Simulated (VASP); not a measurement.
A run of VASP 6.6.1 is set up as follows.

INCAR

```
ALGO = Fast ; EDIFF = 1E-6
ENCUT = 520 ; GGA = PE
ISIF = 2 ; ISMEAR = 0
LASPH = T ; LCHARG = F
LREAL = F ; LWAVE = F
NBANDS = 64 ; NELM = 80
PREC = Accurate ; SIGMA = 0.1
```

File KPOINTS:

```
k-points
0
Gamma
  10 10 4
```

File POSCAR:

```
TaGeW6
1.0
    3.2476533917      0.0000000000      0.0000000000
    0.0000000000      3.2476533917      0.0000000000
    0.0000000000      0.0000000000     12.2801612652
Ta Ge W
1 1 6
Direct
    0.0000000000      0.0000000000      0.0062227072
    0.5000000000      0.5000000000      0.1302323394
    0.5000000000      0.5000000000      0.6229149760
    0.0000000000      0.0000000000      0.7513300080
    0.0000000000      0.0000000000      0.2449102334
    0.5000000000      0.5000000000      0.3694390797
    0.5000000000      0.5000000000      0.8774647463
    0.0000000000      0.0000000000      0.4974859099
```

Potentials or basis: VASP PAW PBE potentials, release 64 (Ta_pv, Ge_d, W_sv).

Command:

```console
$ cat potpaw_PBE.64/Ta_pv/POTCAR potpaw_PBE.64/Ge_d/POTCAR potpaw_PBE.64/W_sv/POTCAR > POTCAR
$ mpirun -np 1 vasp_std > vasp.out
```

Question: Estimate the pressure.

Answer: 0.4 GPa.

Question: Predict the band gap on the k mesh.

Answer: Zero (an odd number of electrons rules out a gap without spin polarisation).

Question: Predict the largest force.

Answer: 0.018 eV/Å.

Forces on the atoms (eV/Å):
```
Ta   0.000  0.000  0.003
Ge   0.000  0.000 -0.005
W    0.000  0.000  0.009
W    0.000  0.000 -0.006
W    0.000  0.000 -0.010
W    0.000  0.000  0.000
W    0.000  0.000  0.018
W    0.000  0.000 -0.009
```

Caveat: spin-orbit coupling is left out, which moves the levels of the heavy elements.
